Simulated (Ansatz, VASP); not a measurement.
# One calculation of MgS, two programs

```
Mg S
1.0
     0.00000    2.61486    2.61486
     2.61486    0.00000    2.61486
     2.61486    2.61486    0.00000
Mg S
1 1
Cartesian
  0.0000 0.0000 0.0000
  2.6149 2.6149 2.6149
```

Alike in both runs: functional PBE; k mesh 8 × 8 × 8; occupations gaussian, width 0.02 eV; no spin polarisation.

Ansatz relaxed the structure, and its values are those at the end. VASP's run is a single point on that final structure, the one shown.

|  | VASP | Ansatz |
| --- | --- | --- |
| version | VASP 6.6.1 | Ansatz 0.2.0 |
| potentials or method | VASP PAW PBE potentials, release 64 (Mg, S), cutoff 520 eV | scalar-relativistic, plane waves, PAW |
| valence electrons in the cell | 8 | 16 |

```tsv
	VASP	Ansatz	Ansatz less VASP
gap on the k mesh at the Fermi level (eV)	2.74	2.76	+0.015
least direct gap on the mesh (eV)	3.59	3.60	+0.012
pressure (GPa)	-0.3	0.0	+0.30
```

VASP's potentials hold 8 valence electrons a cell and Ansatz's 16, so a difference there can come from the potentials and not from the codes.
